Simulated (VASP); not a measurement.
# ZrH: relaxation of cell and atoms with LDA

ZrH:

```
Zr H
1.0
     3.24279    0.00000    0.00000
     0.00000    3.24279    0.00000
     0.00000    0.00000    4.94800
Zr H
2 2
Direct
  0.00000 0.50000 0.00000
  0.50000 0.00000 0.50000
  0.00000 0.00000 0.75000
  0.00000 0.00000 0.25000
```

| Property | Result |
| --- | --- |
| Program | VASP 6.6.1 |
| Task | relaxation of cell and atoms |
| Functional | LDA |
| Potentials or basis | VASP PAW LDA potentials, release 64 (Zr_sv, H) |
| Cutoff | 600 eV |
| k mesh | 8 × 8 × 5 |
| Occupations | fermi-dirac, width 0.1 eV |
| Spin | no spin polarisation |
| Dipole correction | no |
| Further INCAR settings | ALGO = Normal; EDIFF = 1e-06; IBRION = 2; EDIFFG = -0.02; NSW = 60; ISIF = 3 |

```yaml
Relaxed_volume: 12.48 Å³/atom
Relaxed_cell: a = 3.173 Å, b = 3.173 Å, c = 4.959 Å, α = 90.00°, β = 90.00°, γ = 90.00°
Space_group_after_relaxing_to_0.1_Å: P4_2/mmc (No. 131)
Energy_gained_by_relaxing: 8.9 meV/atom
Ionic_steps: 5
Pressure_after_relaxing: 0.0 GPa
Band_gap_on_the_k_mesh: zero (bands 13 and 14 overlap by 0.64 eV)
```

Stress tensor (GPa, compression positive):
```
-0.06  0.00  0.00
 0.00 -0.06  0.00
 0.00  0.00  0.15
```

Step by step:
```csv
step,energy change (eV),largest force (eV/Å),pressure (GPa),volume (Å³)
1,0.0000,0.0000,-4.73,52.03
2,-0.0269,0.0000,2.15,49.19
3,-0.0318,0.0000,0.09,49.97
4,-0.0333,0.0000,0.07,49.96
5,-0.0355,0.0000,0.01,49.92
```

Final structure:
```yaml
crystal:
  lattice:
    - [3.17300, 0.00000, 0.00000]
    - [0.00000, 3.17300, 0.00000]
    - [0.00000, 0.00000, 4.95878]
  atoms:
    - { symbol: Zr, position: [0.00000, 0.50000, 0.00000] }
    - { symbol: Zr, position: [0.50000, 0.00000, 0.50000] }
    - { symbol: H, position: [0.00000, 0.00000, 0.75000] }
    - { symbol: H, position: [0.00000, 0.00000, 0.25000] }
```

Levels at points of the mesh, in eV from the Fermi level:
| k point | band 10 | band 11 | band 12 | band 13 | band 14 | band 15 | band 16 | band 17 |
| --- | --- | --- | --- | --- | --- | --- | --- | --- |
| (0.00, 0.00, 0.00) | -3.41 | -3.13 | -2.92 | -0.09 | 0.77 | 0.77 | 2.16 | 3.66 |
| (0.50, 0.00, 0.00) | -5.52 | -1.85 | -0.83 | -0.58 | -0.28 | 1.78 | 2.04 | 2.42 |
| (0.50, 0.50, 0.00) | -3.62 | -3.04 | -3.04 | -1.96 | 3.24 | 4.02 | 4.48 | 4.48 |

Run time: 3.6 min on 1 thread of Intel Xeon 8259CL, on a shared host, peak memory 0.19 GiB.

LDA usually gives volumes a few per cent too small. Zero-point motion and thermal expansion aren't in these numbers.
